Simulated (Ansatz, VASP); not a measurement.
One calculation of SnTe, two programs

```xyz
4
Lattice="5.3648 0.0000 0.0000 -2.6824 4.6460 0.0000 0.0000 0.0000 6.4069" Properties=species:S:1:pos:R:3 pbc="T T T"
Sn    0.0000    3.0973    1.6017
Sn    2.6824    1.5487    4.8052
Te    2.6824    1.5487    1.6017
Te    0.0000    3.0973    4.8052
```

Alike in both runs: task single point; functional PBE; k mesh 6 × 6 × 4; no spin polarisation.

|  | VASP | Ansatz |
| --- | --- | --- |
| version | VASP 6.6.1 | Ansatz 0.2.0 |
| potentials or method | VASP PAW PBE potentials, release 64 (Sn_d, Te) | plane waves, PAW |
| plane-wave cutoff (eV) | 520 | 420 |
| occupations | gaussian, width 0.01 eV | fixed |
| valence electrons in the cell | 40 | 60 |

```tsv
	VASP	Ansatz	Ansatz less VASP
gap on the k mesh at the Fermi level (eV)	0.41	0.41	+0.002
pressure (GPa)	1.0	1.0	+0.02
```

VASP's potentials hold 40 valence electrons a cell and Ansatz's 60, so a difference there can come from the potentials and not from the codes.

Neither program's run includes spin-orbit coupling.
